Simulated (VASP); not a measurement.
A run of VASP 6.6.1 is set up as follows.

File INCAR:

```
  PREC = Accurate
  ENCUT = 520
  EDIFF = 1E-6
  ISMEAR = 1
  SIGMA = 0.05
  LREAL = False
  LASPH = True
  NELM = 150
  ALGO = Normal
  ISIF = 2
  LWAVE = False
  LCHARG = True
  ISPIN = 2
  MAGMOM = 7 0
  LORBIT = 11
  LMAXMIX = 6
  GGA = CA
  LELF = True
  LVHAR = True
  NBANDS = 26
```

KPOINTS

```
regular mesh
0
Gamma
  11 11 6
```

File POSCAR:

```
GdZr
1.0
    3.1766640571      0.0000000000      0.0000000000
   -1.5883320286      2.7510717728      0.0000000000
    0.0000000000      0.0000000000      5.0975652862
Gd Zr
1 1
Direct
    0.6666666667      0.3333333333      0.5000000000
    0.3333333333      0.6666666667      0.0000000000
```

Potentials or basis: VASP PAW PBE potentials, release 64 (Gd, Zr_sv).

Launch:

```console
$ cat potpaw_PBE.64/Gd/POTCAR potpaw_PBE.64/Zr_sv/POTCAR > POTCAR
$ mpirun -np 1 vasp_std > vasp.out
```

Q: What does it give for the pressure?

A: 7.8 GPa.

Q: What does it give for the net moment?

A: 7.01 μB per cell.

Q: Predict the site moments.

A: Gd +6.81; Zr -0.07 μB.

Stress tensor (GPa, compression positive):
```
6.96 0.00 0.00
0.00 6.96 0.00
0.00 0.00 9.53
```

Caveat: the cell stands under pressure; the PAW data sets were made with another functional, which shifts forces and pressure a little. The state reached can hang on the start; a lower one may exist.
